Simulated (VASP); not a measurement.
# ZnCu (Pmmm) in VASP: single point with PBEsol

Aim: the single point of ZnCu with PBEsol.

Everything below comes from runs of VASP 6.6.1. Logs are shortened: lines on timing, memory, paths and dates and some standing lists are left out, and cuts for length are marked.

## (1) The cell of the first run

It takes space group Pmmm (No. 47, orthorhombic). The conventional cell has a = 2.472 Å, b = 2.690 Å, c = 2.908 Å, α = 90.00°, β = 90.00°, γ = 90.00°. Zn (site symmetry mmm) has 8 Cu at 2.33 Å and 6 Zn at 2.47 to 2.91 Å within 3.1 Å. Cu (site symmetry mmm) has 8 Zn at 2.33 Å and 6 Cu at 2.47 to 2.91 Å within 3.1 Å.

## (2) Single point, PBEsol (normal strain along x -0.1500, normal strain along y -0.0750)

INCAR reads:

```
PREC = Accurate
ENCUT = 520
EDIFF = 1E-6
ISMEAR = 0
SIGMA = 0.15
LREAL = F
LASPH = T
NELM = 100
ALGO = Fast
ISIF = 2
LWAVE = F
LCHARG = T
GGA = PS
LELF = T
LVHAR = T
NBANDS = 18
```

KPOINTS reads:

```
Automatic mesh
0
Gamma
  16 16 16
```

POSCAR reads:

```
ZnCu
1.0
    2.4715719748      0.0000000000      0.0000000000
    0.0000000000      2.6896518550      0.0000000000
    0.0000000000      0.0000000000      2.9077317351
Zn Cu
1 1
Direct
    0.5000000000      0.5000000000      0.5000000000
    0.0000000000      0.0000000000      0.0000000000
```

Potentials or basis: VASP PAW PBE potentials, release 64 (Zn, Cu).

The run is started by

```
$ cat potpaw_PBE.64/Zn/POTCAR potpaw_PBE.64/Cu/POTCAR > POTCAR
$ mpirun -np 1 vasp_std > vasp.out
```

OUTCAR:

```text
PREC = Accurate
   ENCUT = 520
   EDIFF = 1E-6
   ISMEAR = 0
   LREAL = F
   LASPH = T
   NELM = 100
   ISIF = 2
   GGA = PS

 ion  position               nearest neighbor table
   1  0.500  0.500  0.500-   2 2.33   2 2.33   2 2.33   2 2.33   2 2.33   2 2.33   2 2.33   2 2.33

   2  0.000  0.000  0.000-   1 2.33   1 2.33   1 2.33   1 2.33   1 2.33   1 2.33   1 2.33   1 2.33

  LATTYP: Found a simple orthorhombic cell.
 ALAT       =     2.4715719748
 B/A-ratio  =     1.0882352941
 C/A-ratio  =     1.1764705883

  Lattice vectors:

 A1 = (   2.4715719748,   0.0000000000,   0.0000000000)
 A2 = (   0.0000000000,   2.6896518550,   0.0000000000)
 A3 = (   0.0000000000,   0.0000000000,   2.9077317351)

Analysis of symmetry for initial positions (statically):
=====================================================================
 Subroutine PRICEL returns:
 Original cell was already a primitive cell.

 Routine SETGRP: Setting up the symmetry group for a
 simple orthorhombic supercell.

 Subroutine GETGRP returns: Found  8 space group operations
 (whereof  8 operations were pure point group operations)
 out of a pool of  8 trial point group operations.

The static configuration has the point symmetry D_2h.

Analysis of symmetry for dynamics (positions and initial velocities):
=====================================================================
 Subroutine PRICEL returns:
 Original cell was already a primitive cell.

 Routine SETGRP: Setting up the symmetry group for a
 simple orthorhombic supercell.

 Subroutine GETGRP returns: Found  8 space group operations
 (whereof  8 operations were pure point group operations)
 out of a pool of  8 trial point group operations.

The dynamic configuration has the point symmetry D_2h.

 Subroutine INISYM returns: Found  8 space group operations
 (whereof  8 operations are pure point group operations),
 and found     1 'primitive' translations

----------------------------------------------------------------------------------------

                                     Primitive cell

  volume of cell :      19.3296

  direct lattice vectors                    reciprocal lattice vectors
     2.471571975  0.000000000  0.000000000     0.404600801  0.000000000  0.000000000
     0.000000000  2.689651855  0.000000000     0.000000000  0.371795330  0.000000000
     0.000000000  0.000000000  2.907731735     0.000000000  0.000000000  0.343910681

  length of vectors
     2.471571975  2.689651855  2.907731735     0.404600801  0.371795330  0.343910681

  position of ions in fractional coordinates (direct lattice)
     0.500000000  0.500000000  0.500000000
     0.000000000  0.000000000  0.000000000

  ion indices of the primitive-cell ions
   primitive index   ion index
                 1           1
                 2           2

----------------------------------------------------------------------------------------

 KPOINTS: Automatic mesh

Automatic generation of k-mesh.
 Grid dimensions read from file:
 generate k-points for:   16   16   16

 Generating k-lattice:

  Cartesian coordinates                     Fractional coordinates (reciprocal lattice)
     0.025287550  0.000000000  0.000000000     0.062500000  0.000000000  0.000000000
     0.000000000  0.023237208  0.000000000     0.000000000  0.062500000  0.000000000
     0.000000000  0.000000000  0.021494418     0.000000000  0.000000000  0.062500000

  Length of vectors
     0.025287550  0.023237208  0.021494418

  Shift w.r.t. Gamma in fractional coordinates (k-lattice)
     0.000000000  0.000000000  0.000000000

 Subroutine IBZKPT returns following result:
 ===========================================

 Found    729 irreducible k-points:

 Following reciprocal coordinates:
            Coordinates               Weight
  0.000000  0.000000  0.000000      1.000000
  0.062500  0.000000  0.000000      2.000000
  0.125000  0.000000  0.000000      2.000000
  0.187500  0.000000  0.000000      2.000000
  0.250000  0.000000  0.000000      2.000000
  0.312500  0.000000  0.000000      2.000000
[... 16 lines left out ...]
  0.250000  0.125000  0.000000      4.000000
  0.312500  0.125000  0.000000      4.000000
 [... further k-points ...]
   k-points           NKPTS =    729   k-points in BZ     NKDIM =    729   number of bands    NBANDS=     18
   number of dos      NEDOS =    301   number of ions     NIONS =      2
   total plane-waves  NPLWV =   8640
   dimension x,y,z NGX =    18 NGY =   20 NGZ =   24
   dimension x,y,z NGXF=    36 NGYF=   40 NGZF=   48
   ions per type =               1   1
   NGX,Y,Z   is equivalent  to a cutoff of  12.11, 12.36, 13.72 a.u.
   NGXF,Y,Z  is equivalent  to a cutoff of  24.21, 24.72, 27.44 a.u.
 SYSTEM =  unknown system
   PREC   = accura    normal or accurate (medium, high low for compatibility)
   ISTART =      0    job   : 0-new  1-cont  2-samecut
   ICHARG =      2    charge: 1-file 2-atom 10-const
   ISPIN  =      1    spin polarized calculation?
   LNONCOLLINEAR =      F non collinear calculations
   LSORBIT =      F    spin-orbit coupling
   LASPH  =      T    aspherical Exc in radial PAW
   ENCUT  =  520.0 eV  38.22 Ry    6.18 a.u.   4.60  5.00  5.41*2*pi/ulx,y,z
   NELM   =    100;   NELMIN=  2; NELMDL= -5     # of ELM steps
   EDIFF  = 0.1E-05   stopping-criterion for ELM
   LREAL  =      F    real-space projection
   EDIFFG = 0.1E-04   stopping-criterion for IOM
   NSW    =      0    number of steps for IOM
   IBRION =     -1    ionic relax: 0-MD 1-quasi-New 2-CG
   NFREE  =      0    steps in history (QN), initial steepest desc. (CG)
   ISIF   =      2    stress and relaxation
   ISYM   =      2    0-nonsym 1-usesym 2-fastsym
   POTIM  = 0.5000    time-step for ionic-motion
   TEBEG  =    0.0;   TEEND  =   0.0 temperature during run
   PSTRESS=    0.0 pullay stress
   NELECT =      23.0000    total number of electrons
   NUPDOWN=      -1.0000    fix difference up-down
   EMIN   =  10.00;   EMAX   =-10.00  energy-range for DOS
   EFERMI =   0.00;   METHOD = LEGACY
   ISMEAR =     0;   SIGMA  =   0.15  broadening in eV -4-tet -1-fermi 0-gaus
   EFERMI_NEDOS =   21; number of points for ismear=-14 and -15
   IALGO  =     68    algorithm
   IMIX   =      4    mixing-type and parameters
     AMIX     =   0.40;   BMIX     =  1.00
     AMIX_MAG =   1.60;   BMIX_MAG =  1.00
  volume/ion in A,a.u.               =       9.66        65.22
  Fermi-wavevector in a.u.,A,eV,Ry     =   1.734774  3.278247 40.945925  3.009441
  Thomas-Fermi vector in A             =   2.808506
   LORBIT       =      0    0 simple, 1 ext, 2 COOP (PROOUT), +10 PAW based schemes
   GGA     = PS    functional components
   LHFCALC =     F    Hartree Fock is set to
   AEXX    =    0.0000 exact exchange contribution
   IVDW    =     0    specifies the selected vdW correction
   LEPSILON=     F    determine dielectric tensor
   LRPA    =     F    only Hartree local field effects (RPA)
 non-spin polarized calculation
 RMM-DIIS sequential band-by-band and
 Gauss-broadening in eV      SIGMA  =   0.15
  energy-cutoff  :      520.00
  volume of cell :       19.33
 maximum number of plane-waves:       542
   NGX =  9   NGY = 11   NGZ = 11

 number of electron      22.9999978 magnetization

 Free energy of the ion-electron system (eV)
  ---------------------------------------------------
  ext. energy  EPLUGINS =         0.00000000
  ---------------------------------------------------
  free energy    TOTEN  =        -5.24636585 eV

  energy without entropy =       -5.24013137  energy(sigma->0) =       -5.24324861

 E-fermi :   8.6079     XC(G=0): -14.2256

 val. band max:        8.6051182921   @ k =   0.1250   0.3125   0.3125
 cond. band min:       8.6115239874   @ k =   0.2500   0.5000   0.5000
 fundamental gap:      0.0064056953
 Fermi energy:         8.6079191718

 k-point     1 :       0.0000    0.0000    0.0000
  band No.  band energies     occupation
      1      -4.3432      2.00000
      2      -0.7670      2.00000
      3      -0.7045      2.00000
      4       0.4326      2.00000
      5       0.7035      2.00000
      6       0.8440      2.00000
[... 10 lines left out ...]
     17      27.5993      0.00000
     18      32.5671      0.00000

 k-point     2 :       0.0625    0.0000    0.0000
  band No.  band energies     occupation
      1      -4.2402      2.00000
      2      -0.7290      2.00000
      3      -0.6804      2.00000
      4       0.4442      2.00000
      5       0.6793      2.00000
      6       0.8220      2.00000
[... 10 lines left out ...]
     17      28.5743      0.00000
     18      32.7011      0.00000

 k-point     3 :       0.1250    0.0000    0.0000
  band No.  band energies     occupation
      1      -3.9344      2.00000
      2      -0.6205      2.00000
      3      -0.6097      2.00000
      4       0.4773      2.00000
      5       0.6105      2.00000
      6       0.7599      2.00000
[... 10 lines left out ...]
     17      30.9214      0.00000
     18      32.3944      0.00000

 k-point     4 :       0.1875    0.0000    0.0000
  band No.  band energies     occupation
      1      -3.4369      2.00000
      2      -0.5046      2.00000
      3      -0.4491      2.00000
      4       0.5089      2.00000
      5       0.5276      2.00000
      6       0.6680      2.00000
[... 375 lines left out ...]
      4       0.3992      2.00000
      5       0.5690      2.00000
      6       0.6313      2.00000
[... 10 lines left out ...]
     17      29.4817      0.00000
     18      30.7641      0.00000

 k-point    23 :       0.2500    0.1250    0.0000
  band No.  band energies     occupation
      1      -2.4758      2.00000
      2      -0.3129      2.00000
      3      -0.1752      2.00000
      4       0.3287      2.00000
      5       0.5427      2.00000
      6       0.5445      2.00000
[... 10 lines left out ...]
     17      27.4767      0.00000
     18      29.3223      0.00000

 k-point    24 :       0.3125    0.1250    0.0000
  band No.  band energies     occupation
      1      -1.7422      2.00000
      2      -0.1942      2.00000
      3       0.0141      2.00000
      4       0.2227      2.00000
      5       0.5385      2.00000
      6       0.5568      2.00000
[... 10 lines left out ...]
     17      27.2504      0.00000
     18      27.3547      0.00000

 [... further k-points ...]
[... 5 lines left out ...]
  --------------------------------------------------------------------------------------
  -------------------------------------------------------------------------------------
  Total        8.2010063      6.8910428      7.2973793      0.0000000      0.0000000      0.0000000
  in kB      679.7575787    571.1785132    604.8585636      0.0000000      0.0000000      0.0000000
  external PRESSURE =     618.5982185 kB  Pullay stress =       0.0000000 kB

 VOLUME and BASIS-vectors are now :
 -----------------------------------------------------------------------------
  energy-cutoff  :      520.00
  volume of cell :       19.33
      direct lattice vectors                 reciprocal lattice vectors
     2.471571975  0.000000000  0.000000000     0.404600801  0.000000000  0.000000000
     0.000000000  2.689651855  0.000000000     0.000000000  0.371795330  0.000000000
     0.000000000  0.000000000  2.907731735     0.000000000  0.000000000  0.343910681

 POSITION                                       TOTAL-FORCE (eV/Angst)
 -----------------------------------------------------------------------------------
      1.23579      1.34483      1.45387         0.000000      0.000000      0.000000
      0.00000      0.00000      0.00000         0.000000      0.000000      0.000000
 -----------------------------------------------------------------------------------
    total drift:                                0.000000     -0.000000     -0.000000

  FREE ENERGIE OF THE ION-ELECTRON SYSTEM (eV)
  ---------------------------------------------------
  free  energy   TOTEN  =        -5.2463658482 eV

  energy  without entropy=       -5.2401313723  energy(sigma->0) =       -5.24324861
```

It took 4.6 min on 1 thread of Intel Xeon 8259CL, shared host; peak memory 0.36 GiB.

Results:

```
Free energy            : -5.2464 eV
Pressure               : 61.9 GPa
Band gap on the k mesh : zero (an odd number of electrons rules out a gap without spin polarisation)
```

Caveat: the cell differs from its parent crystal (normal strain along x -0.1500, normal strain along y -0.0750); the stress differs along the axes, from 57 to 68 GPa; the PAW data sets were made with another functional, which shifts forces and pressure a little.
